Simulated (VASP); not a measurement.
Crystal: AlNi3.

```
CELL_PARAMETERS angstrom
3.49941 0.00000 0.00000
0.00000 3.49941 0.00000
0.00000 0.00000 3.49941
ATOMIC_POSITIONS crystal
Ni 0.50000 0.50000 0.00000
Ni 0.50000 0.00000 0.50000
Ni 0.00000 0.50000 0.50000
Al 0.00000 0.00000 0.00000
```

Base run:

| Property | Result |
| --- | --- |
| Program | VASP 6.6.1 |
| Functional | r2SCAN |
| Potentials or basis | VASP PAW PBE potentials, release 64 (Ni, Al) |
| Cutoff | 520 eV |
| k mesh | 8 × 8 × 8 |
| Occupations | fermi-dirac, width 0.05 eV |
| Spin | collinear spin, ferromagnetic start |
| Starting moments | [1.0, 1.0, 1.0, 0.0] μB |

Its results: pressure 4.9 GPa; net moment 0.84 μB per cell; site moments Ni +0.31; Al -0.02 μB.

Problem. The run is repeated on the same cell with these changes: functional from r2SCAN to PBEsol; further incar settings from ALGO = Normal; EDIFF = 1e-06; NBANDS = 28 to ALGO = Fast; EDIFF = 1e-06; NBANDS = 28. What comes out?

Solution. Pressure 3.7 GPa; net moment 0.60 μB per cell; site moments Ni +0.21; Al -0.01 μB.

Caveats: the PAW data sets were made with another functional, which shifts forces and pressure a little.
